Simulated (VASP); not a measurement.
# Ca2Al2O (P4/mmm) in VASP: a series of runs

Runs on Ca2Al2O. Level: PBE. Tasks: single point, relaxation of cell and atoms.

Program: VASP 6.6.1. These are calculated values, not measurements. Logs are shortened: lines on timing, memory, paths and dates and some standing lists are left out, and cuts for length are marked.

## 1. The cell of the first run

The structure is tetragonal, space group P4/mmm (No. 123). Conventional cell: a = 4.210 Å, b = 4.210 Å, c = 5.671 Å, α = 90.00°, β = 90.00°, γ = 90.00°. Within 3.6 Å of Ca (site symmetry mmm) lie 4 Al at 2.71 Å and 4 Ca at 2.98 Å and 4 O at 3.53 Å. Within 3.0 Å of Al (site symmetry 4mm) lie 1 Al at 2.26 Å and 4 Ca at 2.71 Å. Within 4.3 Å of O (site symmetry 4/mmm) lie 8 Al at 3.18 Å and 8 Ca at 3.53 Å and 4 O at 4.21 Å.

The cell was generated, and may not be a known phase.

## 2. Single point, PBE

The input, INCAR:

```
SYSTEM = Ca2Al2O
  ALGO = Normal
  EDIFF = 1E-7
  ENCUT = 520
  GGA = PE
  ISIF = 2
  ISMEAR = 0
  LASPH = .TRUE.
  LCHARG = .FALSE.
  LREAL = .FALSE.
  LWAVE = .FALSE.
  NBANDS = 24
  NELM = 60
  PREC = Accurate
  SIGMA = 0.1
```

The input, KPOINTS:

```
k-points
0
G
  4 4 4
  0 0 0
```

The input, POSCAR:

```
Ca2Al2O
1.0
    4.2097461500      0.0000000000      0.0000000000
    0.0000000000      4.2097461500      0.0000000000
    0.0000000000      0.0000000000      5.6705982400
Ca Al O
2 2 1
Direct
    0.0000000000      0.5000000000      0.5000000000
    0.5000000000      0.0000000000      0.5000000000
    0.5000000000      0.5000000000      0.1990660400
    0.5000000000      0.5000000000      0.8009339600
    0.0000000000      0.0000000000      0.0000000000
```

Potentials or basis: VASP PAW PBE potentials, release 64 (Ca_sv, Al, O).

Launch:

```
> cat potpaw_PBE.64/Ca_sv/POTCAR potpaw_PBE.64/Al/POTCAR potpaw_PBE.64/O/POTCAR > POTCAR
> mpirun -np 1 vasp_std > vasp.out
```

OUTCAR:

```text
SYSTEM = Ca2Al2O
   EDIFF = 1E-7
   ENCUT = 520
   GGA = PE
   ISIF = 2
   ISMEAR = 0
   LASPH = .TRUE.
   LREAL = .FALSE.
   NELM = 60
   PREC = Accurate

 ion  position               nearest neighbor table
   1  0.000  0.500  0.500-   3 2.71   4 2.71   3 2.71   4 2.71   2 2.98   2 2.98   2 2.98   2 2.98

   2  0.500  0.000  0.500-   3 2.71   4 2.71   3 2.71   4 2.71   1 2.98   1 2.98   1 2.98   1 2.98

   3  0.500  0.500  0.199-   4 2.26   2 2.71   1 2.71   2 2.71   1 2.71
   4  0.500  0.500  0.801-   3 2.26   2 2.71   1 2.71   2 2.71   1 2.71
   5  0.000  0.000  0.000-

  LATTYP: Found a simple tetragonal cell.
 ALAT       =     4.2097461500
 C/A-ratio  =     1.3470166699

  Lattice vectors:

 A1 = (   4.2097461500,   0.0000000000,   0.0000000000)
 A2 = (   0.0000000000,   4.2097461500,   0.0000000000)
 A3 = (   0.0000000000,   0.0000000000,   5.6705982400)

Analysis of symmetry for initial positions (statically):
=====================================================================
 Subroutine PRICEL returns:
 Original cell was already a primitive cell.

 Routine SETGRP: Setting up the symmetry group for a
 simple tetragonal supercell.

 Subroutine GETGRP returns: Found 16 space group operations
 (whereof 16 operations were pure point group operations)
 out of a pool of 16 trial point group operations.

The static configuration has the point symmetry D_4h.

Analysis of symmetry for dynamics (positions and initial velocities):
=====================================================================
 Subroutine PRICEL returns:
 Original cell was already a primitive cell.

 Routine SETGRP: Setting up the symmetry group for a
 simple tetragonal supercell.

 Subroutine GETGRP returns: Found 16 space group operations
 (whereof 16 operations were pure point group operations)
 out of a pool of 16 trial point group operations.

The dynamic configuration has the point symmetry D_4h.

 Subroutine INISYM returns: Found 16 space group operations
 (whereof 16 operations are pure point group operations),
 and found     1 'primitive' translations

----------------------------------------------------------------------------------------

                                     Primitive cell

  volume of cell :     100.4941

  direct lattice vectors                    reciprocal lattice vectors
     4.209746150  0.000000000  0.000000000     0.237544014  0.000000000  0.000000000
     0.000000000  4.209746150  0.000000000     0.000000000  0.237544014  0.000000000
     0.000000000  0.000000000  5.670598240     0.000000000  0.000000000  0.176348237

  length of vectors
     4.209746150  4.209746150  5.670598240     0.237544014  0.237544014  0.176348237

  position of ions in fractional coordinates (direct lattice)
     0.000000000  0.500000000  0.500000000
     0.500000000  0.000000000  0.500000000
     0.500000000  0.500000000  0.199066040
     0.500000000  0.500000000  0.800933960
     0.000000000  0.000000000  0.000000000

  ion indices of the primitive-cell ions
   primitive index   ion index
                 1           1
                 2           2
                 3           3
                 4           4
                 5           5

----------------------------------------------------------------------------------------

 KPOINTS: k-points

Automatic generation of k-mesh.
 Grid dimensions read from file:
 generate k-points for:    4    4    4

 Generating k-lattice:

  Cartesian coordinates                     Fractional coordinates (reciprocal lattice)
     0.059386004  0.000000000  0.000000000     0.250000000  0.000000000  0.000000000
     0.000000000  0.059386004  0.000000000     0.000000000  0.250000000  0.000000000
     0.000000000  0.000000000  0.044087059     0.000000000  0.000000000  0.250000000

  Length of vectors
     0.059386004  0.059386004  0.044087059

  Shift w.r.t. Gamma in fractional coordinates (k-lattice)
     0.000000000  0.000000000  0.000000000

 Subroutine IBZKPT returns following result:
 ===========================================

 Found     18 irreducible k-points:

 Following reciprocal coordinates:
            Coordinates               Weight
  0.000000  0.000000  0.000000      1.000000
  0.250000  0.000000  0.000000      4.000000
  0.500000  0.000000  0.000000      2.000000
  0.250000  0.250000  0.000000      4.000000
  0.500000  0.250000  0.000000      4.000000
  0.500000  0.500000  0.000000      1.000000
[... 10 lines left out ...]
  0.500000  0.250000  0.500000      4.000000
  0.500000  0.500000  0.500000      1.000000
   k-points           NKPTS =     18   k-points in BZ     NKDIM =     18   number of bands    NBANDS=     24
   number of dos      NEDOS =    301   number of ions     NIONS =      5
   total plane-waves  NPLWV =  43008
   dimension x,y,z NGX =    32 NGY =   32 NGZ =   42
   dimension x,y,z NGXF=    64 NGYF=   64 NGZF=   84
   ions per type =               2   2   1
   NGX,Y,Z   is equivalent  to a cutoff of  12.64, 12.64, 12.31 a.u.
   NGXF,Y,Z  is equivalent  to a cutoff of  25.27, 25.27, 24.63 a.u.
 SYSTEM =  Ca2Al2O
   PREC   = accura    normal or accurate (medium, high low for compatibility)
   ISTART =      0    job   : 0-new  1-cont  2-samecut
   ICHARG =      2    charge: 1-file 2-atom 10-const
   ISPIN  =      1    spin polarized calculation?
   LNONCOLLINEAR =      F non collinear calculations
   LSORBIT =      F    spin-orbit coupling
   LASPH  =      T    aspherical Exc in radial PAW
   ENCUT  =  520.0 eV  38.22 Ry    6.18 a.u.   7.83  7.83 10.54*2*pi/ulx,y,z
   NELM   =     60;   NELMIN=  2; NELMDL= -5     # of ELM steps
   EDIFF  = 0.1E-06   stopping-criterion for ELM
   LREAL  =      F    real-space projection
   EDIFFG = 0.1E-05   stopping-criterion for IOM
   NSW    =      0    number of steps for IOM
   IBRION =     -1    ionic relax: 0-MD 1-quasi-New 2-CG
   NFREE  =      0    steps in history (QN), initial steepest desc. (CG)
   ISIF   =      2    stress and relaxation
   ISYM   =      2    0-nonsym 1-usesym 2-fastsym
   POTIM  = 0.5000    time-step for ionic-motion
   TEBEG  =    0.0;   TEEND  =   0.0 temperature during run
   PSTRESS=    0.0 pullay stress
   NELECT =      32.0000    total number of electrons
   NUPDOWN=      -1.0000    fix difference up-down
   EMIN   =  10.00;   EMAX   =-10.00  energy-range for DOS
   EFERMI =   0.00;   METHOD = LEGACY
   ISMEAR =     0;   SIGMA  =   0.10  broadening in eV -4-tet -1-fermi 0-gaus
   EFERMI_NEDOS =   21; number of points for ismear=-14 and -15
   IALGO  =     38    algorithm
   IMIX   =      4    mixing-type and parameters
     AMIX     =   0.40;   BMIX     =  1.00
     AMIX_MAG =   1.60;   BMIX_MAG =  1.00
  volume/ion in A,a.u.               =      20.10       135.63
  Fermi-wavevector in a.u.,A,eV,Ry     =   1.117921  2.112565 17.003856  1.249748
  Thomas-Fermi vector in A             =   2.254548
   LORBIT       =      0    0 simple, 1 ext, 2 COOP (PROOUT), +10 PAW based schemes
   GGA     = PE    functional components
   LHFCALC =     F    Hartree Fock is set to
   AEXX    =    0.0000 exact exchange contribution
   IVDW    =     0    specifies the selected vdW correction
   LEPSILON=     F    determine dielectric tensor
   LRPA    =     F    only Hartree local field effects (RPA)
 non-spin polarized calculation
 Gauss-broadening in eV      SIGMA  =   0.10
  energy-cutoff  :      520.00
  volume of cell :      100.49
 maximum number of plane-waves:      2728
 NGX is ok and might be reduce to    32
   NGX = 15   NGY = 15   NGZ = 21

 number of electron      31.9999994 magnetization

 Free energy of the ion-electron system (eV)
  ---------------------------------------------------
  ext. energy  EPLUGINS =         0.00000000
  ---------------------------------------------------
  free energy    TOTEN  =       -10.95050641 eV

  energy without entropy =      -10.93367362  energy(sigma->0) =      -10.94209001

 E-fermi :   4.4222     XC(G=0):  -9.4059

 val. band max:        4.3892043896   @ k =   0.0000   0.0000   0.0000
 cond. band min:       4.4368043113   @ k =   0.5000   0.0000   0.5000
 fundamental gap:      0.0475999216
 Fermi energy:         4.4222050584

 k-point     1 :       0.0000    0.0000    0.0000
  band No.  band energies     occupation
      1     -36.7922      2.00000
      2     -36.5352      2.00000
      3     -18.2592      2.00000
      4     -18.2592      2.00000
      5     -17.9110      2.00000
      6     -17.6283      2.00000
[... 16 lines left out ...]
     23       6.8140      0.00000
     24       8.9445      0.00000

 k-point     2 :       0.2500    0.0000    0.0000
  band No.  band energies     occupation
      1     -36.7542      2.00000
      2     -36.5724      2.00000
      3     -18.1711      2.00000
      4     -18.1463      2.00000
      5     -17.8674      2.00000
      6     -17.6673      2.00000
[... 16 lines left out ...]
     23       7.9795      0.00000
     24       8.1792      0.00000

 k-point     3 :       0.5000    0.0000    0.0000
  band No.  band energies     occupation
      1     -36.6634      2.00000
      2     -36.6625      2.00000
      3     -17.9413      2.00000
      4     -17.8904      2.00000
      5     -17.8763      2.00000
      6     -17.8523      2.00000
[... 16 lines left out ...]
     23       7.2580      0.00000
     24       7.3558      0.00000

 k-point     4 :       0.2500    0.2500    0.0000
  band No.  band energies     occupation
      1     -36.7266      2.00000
      2     -36.5980      2.00000
      3     -18.3547      2.00000
      4     -17.9579      2.00000
      5     -17.8352      2.00000
      6     -17.8178      2.00000
[... 16 lines left out ...]
     23       7.3820      0.00000
     24       8.0456      0.00000

 k-point     5 :       0.5000    0.2500    0.0000
  band No.  band energies     occupation
      1     -36.6616      2.00000
      2     -36.6611      2.00000
      3     -18.3249      2.00000
      4     -18.2349      2.00000
      5     -17.7628      2.00000
      6     -17.7602      2.00000
[... 16 lines left out ...]
     23       6.8442      0.00000
     24       8.1657      0.00000

 k-point     6 :       0.5000    0.5000    0.0000
  band No.  band energies     occupation
      1     -36.6597      2.00000
      2     -36.6597      2.00000
      3     -18.4979      2.00000
      4     -18.3851      2.00000
      5     -17.7578      2.00000
      6     -17.7578      2.00000
[... 16 lines left out ...]
     23       6.4057      0.00000
     24       8.0817      0.00000
[... 217 lines left out ...]
 k-point    15 :       0.5000    0.0000    0.5000
  band No.  band energies     occupation
      1     -36.6634      2.00000
      2     -36.6625      2.00000
      3     -17.9408      2.00000
      4     -17.8898      2.00000
      5     -17.8762      2.00000
      6     -17.8522      2.00000
[... 16 lines left out ...]
     23       7.6053      0.00000
     24       7.6163      0.00000

 k-point    16 :       0.2500    0.2500    0.5000
  band No.  band energies     occupation
      1     -36.7266      2.00000
      2     -36.5980      2.00000
      3     -18.3542      2.00000
      4     -17.9573      2.00000
      5     -17.8383      2.00000
      6     -17.8177      2.00000
[... 16 lines left out ...]
     23       7.2263      0.00000
     24       7.5949      0.00000

 k-point    17 :       0.5000    0.2500    0.5000
  band No.  band energies     occupation
      1     -36.6615      2.00000
      2     -36.6611      2.00000
      3     -18.3242      2.00000
      4     -18.2342      2.00000
      5     -17.7644      2.00000
      6     -17.7619      2.00000
[... 16 lines left out ...]
     23       6.7384      0.00000
     24       7.8738      0.00000

 k-point    18 :       0.5000    0.5000    0.5000
  band No.  band energies     occupation
      1     -36.6597      2.00000
      2     -36.6597      2.00000
      3     -18.4971      2.00000
      4     -18.3843      2.00000
      5     -17.7592      2.00000
      6     -17.7592      2.00000
[... 16 lines left out ...]
     23       7.0803      0.00000
     24       8.0618      0.00000

------------------------ aborting loop because EDIFF is reached ----------------------------------------

  FORCE on cell =-STRESS in cart. coord.  units (eV):
  Direction    XX          YY          ZZ          XY          YZ          ZX
  --------------------------------------------------------------------------------------
  -------------------------------------------------------------------------------------
  Total       10.2010405     10.2010405     12.9370157      0.0000000     -0.0000000      0.0000000
  in kB      162.6351286    162.6351286    206.2547653      0.0000000     -0.0000000      0.0000000
  external PRESSURE =     177.1750075 kB  Pullay stress =       0.0000000 kB

 VOLUME and BASIS-vectors are now :
 -----------------------------------------------------------------------------
  energy-cutoff  :      520.00
  volume of cell :      100.49
      direct lattice vectors                 reciprocal lattice vectors
     4.209746150  0.000000000  0.000000000     0.237544014  0.000000000  0.000000000
     0.000000000  4.209746150  0.000000000     0.000000000  0.237544014  0.000000000
     0.000000000  0.000000000  5.670598240     0.000000000  0.000000000  0.176348237

 POSITION                                       TOTAL-FORCE (eV/Angst)
 -----------------------------------------------------------------------------------
      0.00000      2.10487      2.83530         0.000000     -0.000000      0.000000
      2.10487      0.00000      2.83530         0.000000     -0.000000      0.000000
      2.10487      2.10487      1.12882         0.000000      0.000000     -1.396190
      2.10487      2.10487      4.54177        -0.000000     -0.000000      1.396190
      0.00000      0.00000      0.00000         0.000000     -0.000000      0.000000
 -----------------------------------------------------------------------------------
    total drift:                                0.000000      0.000000     -0.000000

  FREE ENERGIE OF THE ION-ELECTRON SYSTEM (eV)
  ---------------------------------------------------
  free  energy   TOTEN  =       -10.9505064096 eV

  energy  without entropy=      -10.9336736188  energy(sigma->0) =      -10.94209001
```

Run time: 38 s. Hardware: 1 thread of Intel Xeon Platinum 8259CL at 2.50GHz (Skylake/Cascade Lake), shared host; peak memory 0.21 GiB.

What came out:

- Free energy: -10.9505 eV
- Pressure: 17.7 GPa
- Largest force: 1.396 eV/Å
- Band gap on the k mesh: zero (bands 16 and 17 overlap by 0.84 eV)

Forces on the atoms (eV/Å):
```
Ca   0.000  0.000  0.000
Ca   0.000  0.000  0.000
Al   0.000  0.000 -1.396
Al   0.000  0.000  1.396
O    0.000  0.000  0.000
```

Caveat: the k points lie up to 0.37 Å⁻¹ apart, too coarse for converged energies and pressures of a metal; forces of over 1 eV/Å act on the atoms, so gaps and moduli don't describe the material at rest.

(Part 1 of 2 ends here.)

The gap in the log of VASP goes by the Fermi energy; the results here count the filled bands.